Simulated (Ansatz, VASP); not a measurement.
## One calculation of PtS2, two programs

The input INCAR:

```
SYSTEM = PtS2
PREC = Accurate
ENCUT = 520
EDIFF = 1E-7
ISMEAR = 0
SIGMA = 0.05
LREAL = .False.
LASPH = .True.
NELM = 80
ALGO = Normal
ISIF = 2
LWAVE = .False.
LCHARG = .False.
GGA = PE
NBANDS = 18
```

Contents of KPOINTS:

```
Automatic mesh
0
Gamma
  12 12 8
  0 0 0
```

Contents of POSCAR:

```
PtS2
1.0
    3.5431994758      0.0000000000      0.0000000000
   -1.7715997379      3.0685007567      0.0000000000
    0.0000000000      0.0000000000      5.0388000000
Pt S
1 2
Direct
    0.0000000000      0.0000000000      0.0000000000
    0.2442979697      0.6014882568      0.2500000000
    0.6666666667      0.3333333333      0.7500000000
```

Input for Ansatz:

```yaml
crystal:
  lattice:
    - [3.5431994758, 0.0, 0.0]
    - [-1.7715997379, 3.0685007567, 0.0]
    - [0.0, 0.0, 5.0388]
  atoms:
    - { symbol: Pt, position: [0.0, 0.0, 0.0] }
    - { symbol: S, position: [0.2442979697, 0.6014882568, 0.25] }
    - { symbol: S, position: [0.6666666667, 0.3333333333, 0.75] }
basis:
  ecutwfc: 420
kpoints:
  mp_grid: { grid: [12, 12, 8] }
hamiltonian:
  xc: pbe
scf:
  occupations: { method: gaussian, width: 0.05 }
output:
  forces: true
  stress: true
  eigenvalues: true
```

Alike in both runs: task single point; functional PBE; k mesh 12 × 12 × 8; occupations gaussian, width 0.05 eV; no spin polarisation.

```csv
,VASP,Ansatz
version,VASP 6.6.1,Ansatz 0.2.0
potentials or method,"VASP PAW PBE potentials, release 64 (Pt, S), cutoff 520 eV","scalar-relativistic, plane waves, PAW"
valence electrons in the cell,22,30
```

|  | VASP | Ansatz | Ansatz less VASP |
| --- | --- | --- | --- |
| gap on the k mesh at the Fermi level (eV) | 0.27 | 0.26 | -0.006 |
| least direct gap on the mesh (eV) | 0.38 | 0.38 | -0.004 |
| pressure (GPa) | 4.7 | 5.1 | +0.44 |
| traceless stress, the component that is largest in VASP (GPa) | 6.27 | 6.31 | +0.040 |
| rms of the force components (eV/Å) | 0.992 | 0.996 | +0.0040 |

Atom by atom the forces differ by 0.020 eV/Å (rms over components). VASP's potentials hold 22 valence electrons a cell and Ansatz's 30, so a difference there can come from the potentials and not from the codes.

Neither program's run includes spin-orbit coupling.
